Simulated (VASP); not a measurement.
A run of VASP 6.6.1 is set up as follows.

The input INCAR:

```
SYSTEM = Hg
PREC = Accurate
ENCUT = 520
EDIFF = 1E-6
ISMEAR = -1
SIGMA = 0.1
LREAL = .False.
LASPH = .True.
NELM = 100
ALGO = Normal
ISIF = 2
LWAVE = .False.
LCHARG = .True.
GGA = PE
LELF = .True.
LVHAR = .True.
NBANDS = 12
```

Contents of KPOINTS:

```
regular mesh
0
Gamma
  10 10 10
  0 0 0
```

The input POSCAR:

```
Hg
1.0
    2.0783995336      1.1999645302      1.9747385792
   -2.0783995336      1.1999645302      1.9747385792
    0.0000000000     -2.3999290604      1.9747385791
Hg
1
Direct
    0.0000000000      1.0000000000      0.0000000000
```

Potentials or basis: VASP PAW PBE potentials, release 64 (Hg).

Command:

```sh
$ cat potpaw_PBE.64/Hg/POTCAR > POTCAR
$ mpirun -np 1 vasp_std > vasp.out
```

Estimate the band gap on the k mesh.

zero (band 6 reaches 4.26 eV, above the bottom of band 7 at 0.01 eV).

What does it give for the pressure?

0.1 GPa.

Stress tensor (GPa, compression positive):
```
 0.16  0.00  0.00
 0.00  0.16  0.00
 0.00  0.00 -0.05
```

Caveat: spin-orbit coupling is left out, which moves the levels of the heavy elements.
